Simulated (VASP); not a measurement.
Runs of VASP 6.6.1 on Pb. The structure is that of space group P6_3/mmc (No. 194), or close to it. The cells are those of the table. This isn't the form of Pb at room conditions, which is fcc.

```csv
cell,further INCAR settings,gap on the mesh (eV),pressure (GPa)
"a = 3.306, b = 3.306, c = 5.311 Å, angles 90.0, 90.0, 120.0°, 2 atoms",ALGO = Fast; EDIFF = 1e-07; NBANDS = 21,none,(b)
"a = 3.306, b = 3.306, c = 5.590 Å, angles 90.0, 90.0, 120.0°, 2 atoms",ALGO = Fast; EDIFF = 1e-06; NBANDS = 21,none,(a)
"a = 3.306, b = 3.306, c = 5.730 Å, angles 90.0, 90.0, 120.0°, 2 atoms",ALGO = Fast; EDIFF = 1e-06; NBANDS = 21,none,5.9
"a = 3.306, b = 3.306, c = 5.870 Å, angles 90.0, 90.0, 120.0°, 2 atoms",ALGO = Fast; EDIFF = 1e-06; NBANDS = 21,none,4.3
"a = 3.306, b = 3.306, c = 5.450 Å, angles 90.0, 90.0, 120.0°, 2 atoms",ALGO = Fast; EDIFF = 1e-07; NBANDS = 21,none,9.9
```

Alike in all rows: task single point; level PBEsol; potentials or basis VASP PAW PBE potentials, release 64 (Pb_d); no spin polarisation; k mesh 15 × 15 × 10; cutoff (eV) 520; smearing gaussian 0.15 eV.

Fill in the values left out.

(a) 7.6; (b) 12.5.

Caveats: the PAW data sets were made with another functional, which shifts forces and pressure a little; spin-orbit coupling is left out, which moves the levels of the heavy elements; the cell stands under pressure (at least some runs); the stress differs along the axes, from 1 to 6 GPa (at least some runs).

A k mesh can miss the band edges, and the runs leave out spin-orbit coupling on Pb.

A gap of «none» marks levels without a gap at the run's occupations.
